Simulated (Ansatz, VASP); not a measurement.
# One calculation of BAs, two programs

```xyz
2
Lattice="3.1454 0.0000 0.0000 0.0000 3.1454 0.0000 0.0000 0.0000 2.7038" Properties=species:S:1:pos:R:3 pbc="T T T"
B     1.5727    1.5727    2.0174
As    0.0000    0.0000    2.0176
```

Alike in both runs: functional PBE; k mesh 6 × 6 × 6; occupations gaussian, width 0.1 eV; no spin polarisation.

Ansatz relaxed the structure, and its values are those at the end. VASP's run is a single point on that final structure, the one shown.

```csv
,VASP,Ansatz
version,VASP 6.6.1,Ansatz 0.2.0
potentials or method,"VASP PAW PBE potentials, release 64 (B, As), cutoff 520 eV","scalar-relativistic, plane waves, PAW"
valence electrons in the cell,8,18
```

```csv
,VASP,Ansatz,Ansatz less VASP
gap on the k mesh at the Fermi level (eV),none,none,-
pressure (GPa),0.1,-0.3,-0.40
```

A gap of «none» marks a metal or a gap that the smearing closes. With one functional, cell and mesh, what is left measures potentials, basis and numerics. VASP's potentials hold 8 valence electrons a cell and Ansatz's 18, so a difference there can come from the potentials and not from the codes.

The k mesh is coarse, so the values compare programs but aren't converged.
